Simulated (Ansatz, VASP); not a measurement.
Se in VASP and in Ansatz

```xyz
3
Lattice="4.0699 0.0000 0.0000 -2.0349 3.5246 0.0000 0.0000 0.0000 4.7792" Properties=species:S:1:pos:R:3 pbc="T T T"
Se    1.0287    0.0000    1.5931
Se   -0.5143    0.8909    3.1862
Se    1.5206    2.6338    0.0000
```

Change from the starting cell: hydrostatic strain -5.2%.

Alike in both runs: task single point; functional PBE; k mesh 12 × 12 × 6; occupations fermi-dirac, width 0.02 eV; no spin polarisation.

```csv
,VASP,Ansatz
version,VASP 6.6.1,Ansatz 0.2.0
potentials or method,"VASP PAW PBE potentials, release 64 (Se)","plane waves, PAW"
plane-wave cutoff (eV),520,420
valence electrons in the cell,18,48
```

|  | VASP | Ansatz | Ansatz less VASP |
| --- | --- | --- | --- |
| pressure (GPa) | 8.6 | 8.5 | -0.16 |
| traceless stress, the component that is largest in VASP (GPa) | 3.26 | 3.22 | -0.046 |
| rms of the force components (eV/Å) | 0.228 | 0.210 | -0.0181 |

Atom by atom the forces differ by 0.018 eV/Å (rms over components). VASP's potentials hold 18 valence electrons a cell and Ansatz's 48, so a difference there can come from the potentials and not from the codes.
